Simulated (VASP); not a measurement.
# BN (P1) in VASP: further runs

BN is run at these levels: PBE; tasks: single point.

All numbers are computed with VASP 6.6.1; they aren't measurements. Logs are shortened: lines on timing, memory, paths and dates and some standing lists are left out, and cuts for length are marked.

## (1) The cell of the first run

The typed cell holds 4 atoms: a = 2.563 Å, b = 2.563 Å, c = 4.439 Å, α = 73.22°, β = 73.22°, γ = 60.00°.

## (2) Single point, PBE (mode 4 frozen in at -0.085 Å and mode 5 at +0.085 Å (largest displacements))

INCAR reads:

```
PREC = Accurate
ENCUT = 520
EDIFF = 1E-7
ISMEAR = 0
SIGMA = 0.05
LREAL = False
LASPH = True
NELM = 60
ALGO = Normal
ISIF = 2
LWAVE = False
LCHARG = True
GGA = PE
LELF = True
LVHAR = True
NBANDS = 16
```

KPOINTS reads:

```
Automatic mesh
0
Gamma
  6 6 6
```

POSCAR reads:

```
BN
1.0
    0.0000000000     -1.8123937734     -1.8123937734
   -1.8123937734      0.0000000000     -1.8123937734
    1.8123937734      1.8123937734     -3.6247875468
B N
2 2
Direct
   -0.0445511563      0.0470070867      0.0000000000
    0.5445511563      0.4529929133      0.5000000000
    0.3294078916      0.4231054224      0.8750000000
    0.9205921084      0.8268945776      0.3750000000
```

Potentials or basis: VASP PAW PBE potentials, release 64 (B, N).

Started as:

```
> cat potpaw_PBE.64/B/POTCAR potpaw_PBE.64/N/POTCAR > POTCAR
> mpirun -np 1 vasp_std > vasp.out
```

OUTCAR:

```text
PREC = Accurate
   ENCUT = 520
   EDIFF = 1E-7
   ISMEAR = 0
   LREAL = False
   LASPH = True
   NELM = 60
   ISIF = 2
   GGA = PE

 ion  position               nearest neighbor table
   1  0.955  0.047  0.000-   3 1.57   3 1.57   3 1.57   4 1.59
   2  0.545  0.453  0.500-   4 1.57   4 1.57   4 1.57   3 1.59
   3  0.329  0.423  0.875-   1 1.57   1 1.57   1 1.57   2 1.59
   4  0.921  0.827  0.375-   2 1.57   2 1.57   2 1.57   1 1.59

  LATTYP: Found a trigonal (rhomboedric) cell.
 ALAT       =     4.4394399578
 COS(alpha) =     0.8333333333

  Lattice vectors:

 A1 = (   1.8123937734,   3.6247875468,  -1.8123937734)
 A2 = (   3.6247875468,   1.8123937734,  -1.8123937734)
 A3 = (   1.8123937734,   1.8123937734,  -3.6247875468)

Analysis of symmetry for initial positions (statically):
=====================================================================
 Subroutine PRICEL returns:
 Original cell was already a primitive cell.

 Routine SETGRP: Setting up the symmetry group for a
 trigonal (rhombohedral) supercell.

 Subroutine GETGRP returns: Found  1 space group operations
 (whereof  1 operations were pure point group operations)
 out of a pool of 12 trial point group operations.

The static configuration has the point symmetry C_1 .

Analysis of symmetry for dynamics (positions and initial velocities):
=====================================================================
 Subroutine PRICEL returns:
 Original cell was already a primitive cell.

 Routine SETGRP: Setting up the symmetry group for a
 trigonal (rhombohedral) supercell.

 Subroutine GETGRP returns: Found  1 space group operations
 (whereof  1 operations were pure point group operations)
 out of a pool of 12 trial point group operations.

The dynamic configuration has the point symmetry C_1 .

 Subroutine INISYM returns: Found  1 space group operations
 (whereof  1 operations are pure point group operations),
 and found     1 'primitive' translations

----------------------------------------------------------------------------------------

                                     Primitive cell

  volume of cell :      23.8132

  direct lattice vectors                    reciprocal lattice vectors
     0.000000000 -1.812393773 -1.812393773     0.137939119 -0.413817356 -0.137939119
    -1.812393773  0.000000000 -1.812393773    -0.413817356  0.137939119 -0.137939119
     1.812393773  1.812393773 -3.624787547     0.137939119  0.137939119 -0.137939119

  length of vectors
     2.563111855  2.563111855  4.439439958     0.457492301  0.457492301  0.238917562

  position of ions in fractional coordinates (direct lattice)
     0.955448844  0.047007087  0.000000000
     0.544551156  0.452992913  0.500000000
     0.329407892  0.423105422  0.875000000
     0.920592108  0.826894578  0.375000000

  ion indices of the primitive-cell ions
   primitive index   ion index
                 1           1
                 2           2
                 3           3
                 4           4

----------------------------------------------------------------------------------------

 KPOINTS: Automatic mesh

Automatic generation of k-mesh.
 Grid dimensions read from file:
 generate k-points for:    6    6    6

 Generating k-lattice:

  Cartesian coordinates                     Fractional coordinates (reciprocal lattice)
     0.022989853 -0.068969559 -0.022989853     0.166666667  0.000000000 -0.000000000
    -0.068969559  0.022989853 -0.022989853     0.000000000  0.166666667 -0.000000000
     0.022989853  0.022989853 -0.022989853     0.000000000  0.000000000  0.166666667

  Length of vectors
     0.076248717  0.076248717  0.039819594

  Shift w.r.t. Gamma in fractional coordinates (k-lattice)
     0.000000000  0.000000000  0.000000000

 Subroutine IBZKPT returns following result:
 ===========================================

 Found    112 irreducible k-points:

 Following reciprocal coordinates:
            Coordinates               Weight
  0.000000  0.000000  0.000000      1.000000
  0.166667  0.000000  0.000000      2.000000
  0.000000  0.166667  0.000000      2.000000
 -0.166667 -0.166667 -0.166667      2.000000
  0.333333  0.000000 -0.000000      2.000000
  0.000000  0.333333 -0.000000      2.000000
[... 16 lines left out ...]
 -0.166667  0.500000 -0.000000      2.000000
 -0.333333  0.500000  0.500000      2.000000
 [... further k-points ...]
   k-points           NKPTS =    112   k-points in BZ     NKDIM =    112   number of bands    NBANDS=     16
   number of dos      NEDOS =    301   number of ions     NIONS =      4
   total plane-waves  NPLWV =  14400
   dimension x,y,z NGX =    20 NGY =   20 NGZ =   36
   dimension x,y,z NGXF=    40 NGYF=   40 NGZF=   72
   ions per type =               2   2
   NGX,Y,Z   is equivalent  to a cutoff of  12.97, 12.97, 13.48 a.u.
   NGXF,Y,Z  is equivalent  to a cutoff of  25.94, 25.94, 26.96 a.u.
 SYSTEM =  unknown system
   PREC   = accura    normal or accurate (medium, high low for compatibility)
   ISTART =      0    job   : 0-new  1-cont  2-samecut
   ICHARG =      2    charge: 1-file 2-atom 10-const
   ISPIN  =      1    spin polarized calculation?
   LNONCOLLINEAR =      F non collinear calculations
   LSORBIT =      F    spin-orbit coupling
   LASPH  =      T    aspherical Exc in radial PAW
   ENCUT  =  520.0 eV  38.22 Ry    6.18 a.u.   4.77  4.77  8.25*2*pi/ulx,y,z
   NELM   =     60;   NELMIN=  2; NELMDL= -5     # of ELM steps
   EDIFF  = 0.1E-06   stopping-criterion for ELM
   LREAL  =      F    real-space projection
   EDIFFG = 0.1E-05   stopping-criterion for IOM
   NSW    =      0    number of steps for IOM
   IBRION =     -1    ionic relax: 0-MD 1-quasi-New 2-CG
   NFREE  =      0    steps in history (QN), initial steepest desc. (CG)
   ISIF   =      2    stress and relaxation
   ISYM   =      2    0-nonsym 1-usesym 2-fastsym
   POTIM  = 0.5000    time-step for ionic-motion
   TEBEG  =    0.0;   TEEND  =   0.0 temperature during run
   PSTRESS=    0.0 pullay stress
   NELECT =      16.0000    total number of electrons
   NUPDOWN=      -1.0000    fix difference up-down
   EMIN   =  10.00;   EMAX   =-10.00  energy-range for DOS
   EFERMI =   0.00;   METHOD = LEGACY
   ISMEAR =     0;   SIGMA  =   0.05  broadening in eV -4-tet -1-fermi 0-gaus
   EFERMI_NEDOS =   21; number of points for ismear=-14 and -15
   IALGO  =     38    algorithm
   IMIX   =      4    mixing-type and parameters
     AMIX     =   0.40;   BMIX     =  1.00
     AMIX_MAG =   1.60;   BMIX_MAG =  1.00
  volume/ion in A,a.u.               =       5.95        40.17
  Fermi-wavevector in a.u.,A,eV,Ry     =   1.433867  2.709616 27.973240  2.055975
  Thomas-Fermi vector in A             =   2.553338
   LORBIT       =      0    0 simple, 1 ext, 2 COOP (PROOUT), +10 PAW based schemes
   GGA     = PE    functional components
   LHFCALC =     F    Hartree Fock is set to
   AEXX    =    0.0000 exact exchange contribution
   IVDW    =     0    specifies the selected vdW correction
   LEPSILON=     F    determine dielectric tensor
   LRPA    =     F    only Hartree local field effects (RPA)
 non-spin polarized calculation
 Gauss-broadening in eV      SIGMA  =   0.05
  energy-cutoff  :      520.00
  volume of cell :       23.81
 maximum number of plane-waves:       663
   NGX =  9   NGY =  9   NGZ = 17

 number of electron      16.0000001 magnetization

 Free energy of the ion-electron system (eV)
  ---------------------------------------------------
  ext. energy  EPLUGINS =         0.00000000
  ---------------------------------------------------
  free energy    TOTEN  =       -34.59756078 eV

  energy without entropy =      -34.59756078  energy(sigma->0) =      -34.59756078

 E-fermi :   7.7274     XC(G=0): -12.7983

 val. band max:        7.4962710853   @ k =   0.0000   0.0000   0.0000
 cond. band min:      11.6952395325   @ k =   0.0000   0.5000   0.5000
 fundamental gap:      4.1989684472
 Fermi energy:         7.7273846626

 k-point     1 :       0.0000    0.0000    0.0000
  band No.  band energies     occupation
      1     -12.8203      2.00000
      2      -8.6187      2.00000
      3      -3.2615      2.00000
      4       5.4487      2.00000
      5       5.4977      2.00000
      6       7.1427      2.00000
[... 8 lines left out ...]
     15      18.3713      0.00000
     16      22.6628      0.00000

 k-point     2 :       0.1667    0.0000    0.0000
  band No.  band energies     occupation
      1     -12.2094      2.00000
      2      -8.2513      2.00000
      3      -2.5770      2.00000
      4       3.2387      2.00000
      5       4.7892      2.00000
      6       5.0036      2.00000
[... 8 lines left out ...]
     15      19.7877      0.00000
     16      22.7855      0.00000

 k-point     3 :       0.0000    0.1667    0.0000
  band No.  band energies     occupation
      1     -12.2096      2.00000
      2      -8.2506      2.00000
      3      -2.5779      2.00000
      4       3.2377      2.00000
      5       4.7939      2.00000
      6       4.9974      2.00000
[... 8 lines left out ...]
     15      19.7502      0.00000
     16      22.7713      0.00000

 k-point     4 :      -0.1667   -0.1667   -0.1667
  band No.  band energies     occupation
      1     -12.2080      2.00000
      2      -8.2581      2.00000
      3      -2.5687      2.00000
      4       3.2477      2.00000
      5       4.7618      2.00000
      6       5.0456      2.00000
[... 8 lines left out ...]
     15      20.0272      0.00000
     16      22.8926      0.00000
[... 324 lines left out ...]
 k-point    22 :      -0.1667    0.3333   -0.1667
  band No.  band energies     occupation
      1      -8.8734      2.00000
      2      -7.3911      2.00000
      3      -1.6732      2.00000
      4      -0.1780      2.00000
      5       1.3121      2.00000
      6       2.0347      2.00000
[... 8 lines left out ...]
     15      22.9718      0.00000
     16      23.6106      0.00000

 k-point    23 :      -0.1667    0.5000   -0.0000
  band No.  band energies     occupation
      1      -8.8762      2.00000
      2      -7.3890      2.00000
      3      -1.6596      2.00000
      4      -0.1692      2.00000
      5       1.2779      2.00000
      6       2.0038      2.00000
[... 8 lines left out ...]
     15      22.5800      0.00000
     16      23.6349      0.00000

 k-point    24 :      -0.3333    0.5000    0.5000
  band No.  band energies     occupation
      1      -8.8173      2.00000
      2      -7.4956      2.00000
      3      -1.5741      2.00000
      4      -0.0863      2.00000
      5       1.3369      2.00000
      6       1.8007      2.00000
[... 8 lines left out ...]
     15      23.0143      0.00000
     16      23.6342      0.00000

 [... further k-points ...]
[... 5 lines left out ...]
  --------------------------------------------------------------------------------------
  -------------------------------------------------------------------------------------
  Total       -0.3124834     -0.2349610      0.4571339      0.2377947     -0.0973180     -0.1118767
  in kB      -21.0242151    -15.8084257     30.7564572     15.9990815     -6.5476602     -7.5271819
  external PRESSURE =      -2.0253945 kB  Pullay stress =       0.0000000 kB

 VOLUME and BASIS-vectors are now :
 -----------------------------------------------------------------------------
  energy-cutoff  :      520.00
  volume of cell :       23.81
      direct lattice vectors                 reciprocal lattice vectors
     0.000000000 -1.812393773 -1.812393773     0.137939119 -0.413817356 -0.137939119
    -1.812393773  0.000000000 -1.812393773    -0.413817356  0.137939119 -0.137939119
     1.812393773  1.812393773 -3.624787547     0.137939119  0.137939119 -0.137939119

 POSITION                                       TOTAL-FORCE (eV/Angst)
 -----------------------------------------------------------------------------------
     -0.08520     -1.73165     -1.81684         0.760968     -0.738361      0.019343
      0.08520     -0.08074     -3.62034        -0.781387      0.724752     -0.062064
      0.81901      0.98883     -4.53554         1.064831     -0.995221      0.077831
     -0.81901     -0.98883     -4.52643        -1.044412      1.008829     -0.035110
 -----------------------------------------------------------------------------------
    total drift:                               -0.000075     -0.000067      0.000046

  FREE ENERGIE OF THE ION-ELECTRON SYSTEM (eV)
  ---------------------------------------------------
  free  energy   TOTEN  =       -34.5975607847 eV

  energy  without entropy=      -34.5975607847  energy(sigma->0) =      -34.59756078
```

It took 39 s on 1 thread of Intel Xeon Platinum 8488C (Sapphire Rapids), shared host; peak memory 0.15 GiB.

Results:

| Property | Result |
| --- | --- |
| Free energy | -34.5976 eV |
| Pressure | -0.2 GPa |
| Largest force | 1.460 eV/Å |
| Band gap on the k mesh | 4.20 eV, indirect (least direct gap 6.17 eV) |

Forces on the atoms (eV/Å):
```
B    0.761 -0.738  0.019
B   -0.781  0.725 -0.062
N    1.065 -0.995  0.078
N   -1.044  1.009 -0.035
```

Levels at points of the mesh, in eV from the valence-band top:
| k point | band 5 | band 6 | band 7 | band 8 | band 9 | band 10 | band 11 | band 12 |
| --- | --- | --- | --- | --- | --- | --- | --- | --- |
| (0.00, 0.00, 0.00) | -2.00 | -0.35 | -0.24 | 0.00 | 8.25 | 8.52 | 8.69 | 9.55 |
| (0.50, 0.00, 0.00) | -5.50 | -4.80 | -3.78 | -3.72 | 6.99 | 7.40 | 11.34 | 13.08 |
| (0.00, 0.50, 0.00) | -5.50 | -4.76 | -3.79 | -3.74 | 6.96 | 7.41 | 11.33 | 13.04 |
| (0.50, 0.50, 0.50) | -5.34 | -5.30 | -3.66 | -3.65 | 7.25 | 7.27 | 11.97 | 12.09 |
| (0.50, 0.50, 0.00) | -5.05 | -4.89 | -2.34 | -1.89 | 4.29 | 9.24 | 9.50 | 10.39 |
| (0.00, 0.50, 0.50) | -5.01 | -4.95 | -2.17 | -1.97 | 4.20 | 8.65 | 9.66 | 10.40 |
| (0.50, 0.00, 0.50) | -5.00 | -4.95 | -2.19 | -1.96 | 4.21 | 8.71 | 9.64 | 10.37 |
| (0.00, 0.00, 0.50) | -1.50 | -1.50 | -1.06 | -1.06 | 8.60 | 8.65 | 9.84 | 9.96 |

Caveat: the k points lie up to 0.48 Å⁻¹ apart; the cell differs from its parent crystal (mode 4 frozen in at -0.085 Å and mode 5 at +0.085 Å (largest displacements)); forces of over 1 eV/Å act on the atoms, so gaps and moduli don't describe the material at rest. A k mesh can miss the band edges.

## (3) Single point, PBE (mode 4 frozen in at -0.017 Å and mode 5 at -0.085 Å (largest displacements))

INCAR reads:

```
SYSTEM = BN
  PREC = Accurate
  ENCUT = 520
  EDIFF = 1E-6
  ISMEAR = 0
  SIGMA = 0.05
  LREAL = .FALSE.
  LASPH = .TRUE.
  NELM = 60
  ALGO = Normal
  ISIF = 2
  LWAVE = .FALSE.
  LCHARG = .FALSE.
  GGA = PE
  NBANDS = 16
```

KPOINTS reads:

```
regular mesh
0
G
  6 6 6
  0 0 0
```

POSCAR reads:

```
BN
1.0
    0.0000000000     -1.8123937734     -1.8123937734
   -1.8123937734      0.0000000000     -1.8123937734
    1.8123937734      1.8123937734     -3.6247875468
B N
2 2
Direct
    0.0349549543     -0.0042206207      0.0000000000
    0.4650450457      0.5042206207      0.5000000000
    0.4107716880      0.3706807632      0.8750000000
    0.8392283120      0.8793192368      0.3750000000
```

Potentials or basis: VASP PAW PBE potentials, release 64 (B, N).

Started as:

```
> cat potpaw_PBE.64/B/POTCAR potpaw_PBE.64/N/POTCAR > POTCAR
> mpirun -np 1 vasp_std > vasp.out
```

Wall time 37 s (1 thread of Intel Xeon Platinum 8488C (Sapphire Rapids), shared host); peak memory 0.15 GiB.

The run converged. Its results:

```yaml
Free_energy: -34.7417 eV
Pressure: 0.0 GPa
Largest_force: 1.050 eV/Å
Band_gap_on_the_k_mesh: 4.32 eV, indirect (least direct gap 6.26 eV)
```

Forces on the atoms (eV/Å):
```
B   -0.059  0.574  0.511
B    0.082 -0.585 -0.509
N   -0.107  0.786  0.687
N    0.084 -0.775 -0.690
```

Stress tensor (GPa, compression positive):
```
 1.66  0.38 -0.26
 0.38 -1.18 -0.78
-0.26 -0.78 -0.53
```

Levels at points of the mesh, in eV from the valence-band top:
| k point | band 6 | band 7 | band 8 | band 9 | band 10 | band 11 |
| --- | --- | --- | --- | --- | --- | --- |
| (0.00, 0.00, 0.00) | -0.19 | -0.13 | 0.00 | 8.47 | 8.64 | 8.73 |
| (0.50, 0.00, 0.00) | -4.83 | -3.72 | -3.68 | 7.18 | 7.50 | 11.86 |
| (0.00, 0.50, 0.00) | -5.19 | -3.64 | -3.64 | 7.37 | 7.40 | 12.33 |
| (0.50, 0.50, 0.50) | -4.90 | -3.70 | -3.67 | 7.21 | 7.49 | 11.89 |
| (0.50, 0.50, 0.00) | -4.91 | -2.07 | -1.94 | 4.33 | 8.95 | 9.83 |
| (0.00, 0.50, 0.50) | -4.88 | -2.14 | -1.91 | 4.37 | 9.21 | 9.76 |
| (0.50, 0.00, 0.50) | -4.91 | -2.05 | -1.95 | 4.32 | 8.87 | 9.85 |
| (0.00, 0.00, 0.50) | -1.36 | -1.04 | -1.04 | 8.94 | 9.02 | 9.91 |

Caveat: the k points lie up to 0.48 Å⁻¹ apart; the cell differs from its parent crystal (mode 4 frozen in at -0.017 Å and mode 5 at -0.085 Å (largest displacements)); forces of over 1 eV/Å act on the atoms, so gaps and moduli don't describe the material at rest. A k mesh can miss the band edges.

## (4) Single point, PBE (mode 4 frozen in at -0.085 Å and mode 5 at -0.034 Å (largest displacements))

INCAR reads:

```
SYSTEM = BN
ALGO = Normal ; EDIFF = 1E-7
ENCUT = 520 ; GGA = PE
ISIF = 2 ; ISMEAR = 0
LASPH = .True. ; LCHARG = .True.
LELF = .True. ; LREAL = .False.
LVHAR = .True. ; LWAVE = .False.
NBANDS = 16 ; NELM = 80
PREC = Accurate ; SIGMA = 0.05
```

KPOINTS reads:

```
k-points
0
Gamma
  6 6 6
  0 0 0
```

POSCAR reads:

```
BN
1.0
    0.0000000000     -1.8123937734     -1.8123937734
   -1.8123937734      0.0000000000     -1.8123937734
    1.8123937734      1.8123937734     -3.6247875468
B N
2 2
Direct
    0.0066248935      0.0311147090      0.0000000000
    0.4933751065      0.4688852910      0.5000000000
    0.3817796863      0.4068417142      0.8750000000
    0.8682203137      0.8431582858      0.3750000000
```

Started as:

```
> cat potpaw_PBE.64/B/POTCAR potpaw_PBE.64/N/POTCAR > POTCAR
> mpirun -np 1 vasp_std > vasp.out
```

Wall time 26 s (1 thread of Intel Xeon Platinum 8488C (Sapphire Rapids), shared host); peak memory 0.15 GiB.

It converged, with:

| Property | Result |
| --- | --- |
| Free energy | -34.7237 eV |
| Pressure | 0.0 GPa |
| Largest force | 1.112 eV/Å |
| Band gap on the k mesh | 4.30 eV, indirect (least direct gap 6.25 eV) |

Forces on the atoms (eV/Å):
```
B    0.516  0.123  0.632
B   -0.516 -0.098 -0.618
N    0.698  0.137  0.836
N   -0.698 -0.163 -0.850
```

Stress tensor (GPa, compression positive):
```
-0.42  0.27 -0.87
 0.27  1.77 -0.47
-0.87 -0.47 -1.48
```

Levels at points of the mesh, in eV from the valence-band top:
```
           k point  band 5  band 6  band 7  band 8  band 9  band 10  band 11  band 12
(0.00, 0.00, 0.00)   -1.97   -0.21   -0.14    0.00    8.44     8.63     8.72     9.78
(0.50, 0.00, 0.00)   -5.28   -5.18   -3.65   -3.64    7.34     7.39    12.22    12.56
(0.00, 0.50, 0.00)   -5.40   -4.91   -3.71   -3.67    7.20     7.47    11.82    13.30
(0.50, 0.50, 0.50)   -5.41   -4.80   -3.73   -3.69    7.14     7.50    11.78    13.30
(0.50, 0.50, 0.00)   -4.95   -4.91   -2.06   -1.95    4.30     8.82     9.83    10.53
(0.00, 0.50, 0.50)   -4.94   -4.92   -2.09   -1.94    4.32     8.94     9.80    10.47
(0.50, 0.00, 0.50)   -4.97   -4.88   -2.17   -1.91    4.36     9.21     9.73    10.48
(0.00, 0.00, 0.50)   -1.38   -1.38   -1.04   -1.04    8.88     9.00     9.85    10.14
```

Caveat: the k points lie up to 0.48 Å⁻¹ apart; the cell differs from its parent crystal (mode 4 frozen in at -0.085 Å and mode 5 at -0.034 Å (largest displacements)); forces of over 1 eV/Å act on the atoms, so gaps and moduli don't describe the material at rest. A k mesh can miss the band edges.

(Part 1 of 2 ends here.)
